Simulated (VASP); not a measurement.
A run of VASP 6.6.1 is set up as follows.

Contents of INCAR:

```
SYSTEM = SrCl2
ALGO = Normal ; EDIFF = 1E-6
ENCUT = 520 ; GGA = CA
ISIF = 2 ; ISMEAR = 0
LASPH = .TRUE. ; LCHARG = .FALSE.
LREAL = .FALSE. ; LWAVE = .FALSE.
NBANDS = 19 ; NELM = 80
PREC = Accurate ; SIGMA = 0.01
```

KPOINTS

```
k-points
0
G
  6 6 6
  0 0 0
```

File POSCAR:

```
SrCl2
1.0
    0.0000000000      3.4976509228      3.4976509228
    3.4976509228      0.0000000000      3.4976509228
    3.4976509228      3.4976509228      0.0000000000
Sr Cl
1 2
Direct
    0.0000000000      0.0000000000      0.0000000000
    0.2500000000      0.2500000000      0.2500000000
    0.7500000000      0.7500000000      0.7500000000
```

Potentials or basis: VASP PAW LDA potentials, release 64 (Sr_sv, Cl).

Command:

```console
$ cat potpaw_LDA.64/Sr_sv/POTCAR potpaw_LDA.64/Cl/POTCAR > POTCAR
$ mpirun -np 1 vasp_std > vasp.out
```

Question: What does it give for the pressure?

Answer: -3.0 GPa.

Question: What does it give for the band gap on the k mesh?

Answer: 4.86 eV, indirect (least direct gap 5.15 eV).

A k mesh can miss the band edges. LDA gaps usually lie below the measured ones, often by a third to a half.
